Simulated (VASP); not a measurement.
Crystal: HfN.

```
CELL_PARAMETERS angstrom
0.00000 2.25078 2.25078
2.25078 0.00000 2.25078
2.25078 2.25078 0.00000
ATOMIC_POSITIONS crystal
Hf 0.98404 0.99694 0.01444
N 0.51596 0.50306 0.48556
```

This cell differs from its parent crystal: all N atoms moved 0.1 Å in one direction.

- Program: VASP 6.6.1
- Task: relaxation of cell and atoms
- Functional: PBEsol
- Potentials or basis: VASP PAW PBE potentials, release 64 (Hf_pv, N)
- Cutoff: 600 eV
- k mesh: 14 × 14 × 14
- Occupations: gaussian, width 0.15 eV
- Spin: no spin polarisation

At the start: pressure -0.8 GPa; volume 11.40 Å³/atom.

How do energy, volume and symmetry change on relaxing?

Over 7 steps the energy falls by 30.8 meV/atom and the volume is 11.32 Å³/atom (-0.7 %); space group Fm-3m (No. 225, to 0.05 Å).

The path:
```
step  energy change (eV)  largest force (eV/Å)  pressure (GPa)  volume (Å³)
   1              0.0000                1.1989           -0.84        22.80
   2             -0.0580                0.1886            0.35        22.61
   3             -0.0600                0.0329           -0.12        22.64
   4             -0.0607                0.0570            0.36        22.60
   5             -0.0615                0.0194            0.11        22.62
   6             -0.0615                0.0015           -0.16        22.64
   7             -0.0615                0.0033           -0.13        22.64
```

Final structure:
```
CELL_PARAMETERS angstrom
0.00069 2.24512 2.24509
2.24585 -0.00003 2.24580
2.24527 2.24527 0.00054
ATOMIC_POSITIONS crystal
Hf 0.00004 0.00002 0.99996
N 0.49996 0.49998 0.50004
```

Caveat: the cell differs from its parent crystal (all N atoms moved 0.1 Å in one direction); the PAW data sets were made with another functional, which shifts forces and pressure a little.
